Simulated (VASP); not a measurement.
# Ir (Fm-3m) in VASP: single point with r2SCAN

Aim: the single point of Ir with r2SCAN.

All numbers are computed with VASP 6.6.1; they aren't measurements. Logs are shortened: lines on timing, memory, paths and dates and some standing lists are left out, and cuts for length are marked.

**1. The cell of the first run**

Symmetry: Fm-3m, No. 225, cubic system. Conventional cell: a = 3.831 Å, b = 3.831 Å, c = 3.831 Å, α = 90.00°, β = 90.00°, γ = 90.00°. Within 3.6 Å of Ir (site symmetry m-3m) lie 12 Ir at 2.71 Å.

**2. Single point, r2SCAN**

POSCAR reads:

```
Ir
1.0
    0.0000000000      1.9156000000      1.9156000000
    1.9156000000      0.0000000000      1.9156000000
    1.9156000000      1.9156000000      0.0000000000
Ir
1
Direct
    0.0000000000      0.0000000000      0.0000000000
```

INCAR.step1 reads:

```
PREC = Accurate
ENCUT = 550
ISMEAR = 0
SIGMA = 0.05
LREAL = F
LASPH = T
NELM = 120
NBANDS = 10
GGA = PE
ALGO = Normal
EDIFF = 1E-5
LWAVE = T
LCHARG = F
GGA_COMPAT = F
```

INCAR.step2 reads:

```
PREC = Accurate
ENCUT = 550
EDIFF = 1E-6
ISMEAR = 0
SIGMA = 0.05
LREAL = F
LASPH = T
NELM = 120
ALGO = Normal
ISIF = 2
LWAVE = F
LCHARG = T
METAGGA = R2SCAN
LMIXTAU = T
LELF = T
LVHAR = T
NBANDS = 10
ISTART = 1
GGA_COMPAT = F
```

KPOINTS reads:

```
Automatic mesh
0
Gamma
  8 8 8
```

Potentials or basis: VASP PAW PBE potentials, release 64 (Ir).

Launch:

```bash
$ cat potpaw_PBE.64/Ir/POTCAR > POTCAR
$ cp INCAR.step1 INCAR
$ mpirun -np 1 vasp_std > vasp.out
$ cp INCAR.step2 INCAR
$ mpirun -np 1 vasp_std > vasp.out
```

OUTCAR:

```text
PREC = Accurate
   ENCUT = 550
   EDIFF = 1E-6
   ISMEAR = 0
   LREAL = F
   LASPH = T
   NELM = 120
   ISIF = 2
   METAGGA = R2SCAN
   ISTART = 1

 ion  position               nearest neighbor table
   1  0.000  0.000  0.000-

  LATTYP: Found a face centered cubic cell.
 ALAT       =     3.8312000000

  Lattice vectors:

 A1 = (   0.0000000000,   1.9156000000,   1.9156000000)
 A2 = (   1.9156000000,   0.0000000000,   1.9156000000)
 A3 = (   1.9156000000,   1.9156000000,   0.0000000000)

Analysis of symmetry for initial positions (statically):
=====================================================================
 Subroutine PRICEL returns:
 Original cell was already a primitive cell.

 Routine SETGRP: Setting up the symmetry group for a
 face centered cubic supercell.

 Subroutine GETGRP returns: Found 48 space group operations
 (whereof 48 operations were pure point group operations)
 out of a pool of 48 trial point group operations.

The static configuration has the point symmetry O_h .

Analysis of symmetry for dynamics (positions and initial velocities):
=====================================================================
 Subroutine PRICEL returns:
 Original cell was already a primitive cell.

 Routine SETGRP: Setting up the symmetry group for a
 face centered cubic supercell.

 Subroutine GETGRP returns: Found 48 space group operations
 (whereof 48 operations were pure point group operations)
 out of a pool of 48 trial point group operations.

The dynamic configuration has the point symmetry O_h .

 Subroutine INISYM returns: Found 48 space group operations
 (whereof 48 operations are pure point group operations),
 and found     1 'primitive' translations

----------------------------------------------------------------------------------------

                                     Primitive cell

  volume of cell :      14.0587

  direct lattice vectors                    reciprocal lattice vectors
     0.000000000  1.915600000  1.915600000    -0.261014826  0.261014826  0.261014826
     1.915600000  0.000000000  1.915600000     0.261014826 -0.261014826  0.261014826
     1.915600000  1.915600000  0.000000000     0.261014826  0.261014826 -0.261014826

  length of vectors
     2.709067500  2.709067500  2.709067500     0.452090940  0.452090940  0.452090940

  position of ions in fractional coordinates (direct lattice)
     0.000000000  0.000000000  0.000000000

  ion indices of the primitive-cell ions
   primitive index   ion index
                 1           1

----------------------------------------------------------------------------------------

 KPOINTS: Automatic mesh

Automatic generation of k-mesh.
 Grid dimensions read from file:
 generate k-points for:    8    8    8

 Generating k-lattice:

  Cartesian coordinates                     Fractional coordinates (reciprocal lattice)
    -0.032626853  0.032626853  0.032626853     0.125000000  0.000000000  0.000000000
     0.032626853 -0.032626853  0.032626853     0.000000000  0.125000000  0.000000000
     0.032626853  0.032626853 -0.032626853     0.000000000  0.000000000  0.125000000

  Length of vectors
     0.056511367  0.056511367  0.056511367

  Shift w.r.t. Gamma in fractional coordinates (k-lattice)
     0.000000000  0.000000000  0.000000000

 Subroutine IBZKPT returns following result:
 ===========================================

 Found     29 irreducible k-points:

 Following reciprocal coordinates:
            Coordinates               Weight
  0.000000  0.000000  0.000000      1.000000
  0.125000  0.000000  0.000000      8.000000
  0.250000  0.000000  0.000000      8.000000
  0.375000  0.000000  0.000000      8.000000
  0.500000  0.000000  0.000000      4.000000
  0.125000  0.125000  0.000000      6.000000
[... 16 lines left out ...]
  0.500000  0.250000  0.125000     48.000000
 -0.375000  0.250000  0.125000     24.000000
 [... further k-points ...]
   k-points           NKPTS =     29   k-points in BZ     NKDIM =     29   number of bands    NBANDS=     10
   number of dos      NEDOS =    301   number of ions     NIONS =      1
   total plane-waves  NPLWV =  13824
   dimension x,y,z NGX =    24 NGY =   24 NGZ =   24
   dimension x,y,z NGXF=    48 NGYF=   48 NGZF=   48
   ions per type =               1
   NGX,Y,Z   is equivalent  to a cutoff of  14.73, 14.73, 14.73 a.u.
   NGXF,Y,Z  is equivalent  to a cutoff of  29.46, 29.46, 29.46 a.u.
 SYSTEM =  unknown system
   PREC   = accura    normal or accurate (medium, high low for compatibility)
   ISTART =      1    job   : 0-new  1-cont  2-samecut
   ICHARG =      0    charge: 1-file 2-atom 10-const
   ISPIN  =      1    spin polarized calculation?
   LNONCOLLINEAR =      F non collinear calculations
   LSORBIT =      F    spin-orbit coupling
   LASPH  =      T    aspherical Exc in radial PAW
   ENCUT  =  550.0 eV  40.42 Ry    6.36 a.u.   5.18  5.18  5.18*2*pi/ulx,y,z
   NELM   =    120;   NELMIN=  2; NELMDL=  0     # of ELM steps
   EDIFF  = 0.1E-05   stopping-criterion for ELM
   LREAL  =      F    real-space projection
   EDIFFG = 0.1E-04   stopping-criterion for IOM
   NSW    =      0    number of steps for IOM
   IBRION =     -1    ionic relax: 0-MD 1-quasi-New 2-CG
   NFREE  =      0    steps in history (QN), initial steepest desc. (CG)
   ISIF   =      2    stress and relaxation
   ISYM   =      2    0-nonsym 1-usesym 2-fastsym
   POTIM  = 0.5000    time-step for ionic-motion
   TEBEG  =    0.0;   TEEND  =   0.0 temperature during run
   PSTRESS=    0.0 pullay stress
   NELECT =       9.0000    total number of electrons
   NUPDOWN=      -1.0000    fix difference up-down
   EMIN   =  10.00;   EMAX   =-10.00  energy-range for DOS
   EFERMI =   0.00;   METHOD = LEGACY
   ISMEAR =     0;   SIGMA  =   0.05  broadening in eV -4-tet -1-fermi 0-gaus
   EFERMI_NEDOS =   21; number of points for ismear=-14 and -15
   IALGO  =     38    algorithm
   IMIX   =      4    mixing-type and parameters
     AMIX     =   0.40;   BMIX     =  1.00
     AMIX_MAG =   1.60;   BMIX_MAG =  1.00
  volume/ion in A,a.u.               =      14.06        94.87
  Fermi-wavevector in a.u.,A,eV,Ry     =   1.410937  2.666284 27.085691  1.990742
  Thomas-Fermi vector in A             =   2.532839
   LORBIT       =      0    0 simple, 1 ext, 2 COOP (PROOUT), +10 PAW based schemes
   METAGGA = R2SCAN    functional components
   LHFCALC =     F    Hartree Fock is set to
   AEXX    =    0.0000 exact exchange contribution
   IVDW    =     0    specifies the selected vdW correction
   LEPSILON=     F    determine dielectric tensor
   LRPA    =     F    only Hartree local field effects (RPA)
 non-spin polarized calculation
 Gauss-broadening in eV      SIGMA  =   0.05
  energy-cutoff  :      550.00
  volume of cell :       14.06
 maximum number of plane-waves:       428
 NGX is ok and might be reduce to    24
   NGX = 11   NGY = 11   NGZ = 11

 number of electron       9.0000000 magnetization

 Free energy of the ion-electron system (eV)
  ---------------------------------------------------
  ext. energy  EPLUGINS =         0.00000000
  ---------------------------------------------------
  free energy    TOTEN  =       -52.29018151 eV

  energy without entropy =      -52.28859142  energy(sigma->0) =      -52.28938647

 E-fermi :  10.3793     XC(G=0): -15.3676

 val. band max:       10.3151493852   @ k =  -0.3750   0.1250   0.0000
 cond. band min:      10.4040354841   @ k =  -0.3750   0.2500   0.0000
 fundamental gap:      0.0888860990
 Fermi energy:        10.3793389452

 k-point     1 :       0.0000    0.0000    0.0000
  band No.  band energies     occupation
      1      -1.3110      2.00000
      2       6.2590      2.00000
      3       6.2590      2.00000
      4       6.2590      2.00000
      5       8.9904      2.00000
      6       8.9904      2.00000
      7      25.3537      0.00000
      8      31.2792      0.00000
      9      31.2792      0.00000
     10      31.2792      0.00000

 k-point     2 :       0.1250    0.0000    0.0000
  band No.  band energies     occupation
      1      -0.6046      2.00000
      2       5.9176      2.00000
      3       6.5355      2.00000
      4       6.5355      2.00000
      5       8.8435      2.00000
      6       8.8435      2.00000
      7      26.5034      0.00000
      8      28.6380      0.00000
      9      32.4298      0.00000
     10      32.4298      0.00000

 k-point     3 :       0.2500    0.0000    0.0000
  band No.  band energies     occupation
      1       0.9993      2.00000
      2       5.7201      2.00000
      3       6.6981      2.00000
      4       6.6981      2.00000
      5       9.2123      2.00000
      6       9.2123      2.00000
      7      24.9364      0.00000
      8      27.8847      0.00000
      9      35.1904      0.00000
     10      35.1904      0.00000

 k-point     4 :       0.3750    0.0000    0.0000
  band No.  band energies     occupation
      1       1.7917      2.00000
      2       6.3068      2.00000
      3       6.3068      2.00000
      4       7.5397      2.00000
      5      10.5073      0.00030
      6      10.5073      0.00030
      7      20.8272      0.00000
      8      25.9354      0.00000
      9      32.8968      0.00000
     10      32.8968      0.00000
[... 222 lines left out ...]
 k-point    22 :       0.3750    0.2500    0.1250
  band No.  band energies     occupation
      1       2.4676      2.00000
      2       4.5036      2.00000
      3       6.1179      2.00000
      4       8.3745      2.00000
      5       8.3831      2.00000
      6      11.1206      0.00000
      7      25.4702      0.00000
      8      28.0987      0.00000
      9      29.9156      0.00000
     10      31.9695      0.00000

 k-point    23 :       0.5000    0.2500    0.1250
  band No.  band energies     occupation
      1       3.3447      2.00000
      2       5.0614      2.00000
      3       5.4872      2.00000
      4       7.9045      2.00000
      5      10.1557      2.00000
      6      13.3344      0.00000
      7      21.1605      0.00000
      8      26.5635      0.00000
      9      28.0388      0.00000
     10      32.8569      0.00000

 k-point    24 :      -0.3750    0.2500    0.1250
  band No.  band energies     occupation
      1       3.3566      2.00000
      2       4.8004      2.00000
      3       6.5347      2.00000
      4       7.5641      2.00000
      5      10.9250      0.00000
      6      15.7487      0.00000
      7      17.4146      0.00000
      8      26.8973      0.00000
      9      26.9987      0.00000
     10      31.1904      0.00000

 [... further k-points ...]

------------------------ aborting loop because EDIFF is reached ----------------------------------------

  FORCE on cell =-STRESS in cart. coord.  units (eV):
  Direction    XX          YY          ZZ          XY          YZ          ZX
  --------------------------------------------------------------------------------------
  -------------------------------------------------------------------------------------
  Total        0.7078991      0.7078991      0.7078991      0.0000000      0.0000000      0.0000000
  in kB       80.6747204     80.6747204     80.6747204      0.0000000      0.0000000      0.0000000
  external PRESSURE =      80.6747204 kB  Pullay stress =       0.0000000 kB

 VOLUME and BASIS-vectors are now :
 -----------------------------------------------------------------------------
  energy-cutoff  :      550.00
  volume of cell :       14.06
      direct lattice vectors                 reciprocal lattice vectors
     0.000000000  1.915600000  1.915600000    -0.261014826  0.261014826  0.261014826
     1.915600000  0.000000000  1.915600000     0.261014826 -0.261014826  0.261014826
     1.915600000  1.915600000  0.000000000     0.261014826  0.261014826 -0.261014826

 POSITION                                       TOTAL-FORCE (eV/Angst)
 -----------------------------------------------------------------------------------
      0.00000      0.00000      0.00000         0.000000      0.000000     -0.000000
 -----------------------------------------------------------------------------------
    total drift:                               -0.000000      0.000000      0.000000

  FREE ENERGIE OF THE ION-ELECTRON SYSTEM (eV)
  ---------------------------------------------------
  free  energy   TOTEN  =       -52.2901815083 eV

  energy  without entropy=      -52.2885914229  energy(sigma->0) =      -52.28938647
```

It took 29 s on 1 thread of Intel Xeon 8259CL, shared host; peak memory 0.15 GiB.

What came out:

```yaml
Free_energy: -52.2902 eV
Pressure: 8.1 GPa
Band_gap_on_the_k_mesh: zero (an odd number of electrons rules out a gap without spin polarisation)
```

Caveat: the cell stands under pressure; the PAW data sets were made with another functional, which shifts forces and pressure a little; spin-orbit coupling is left out, which moves the levels of the heavy elements.
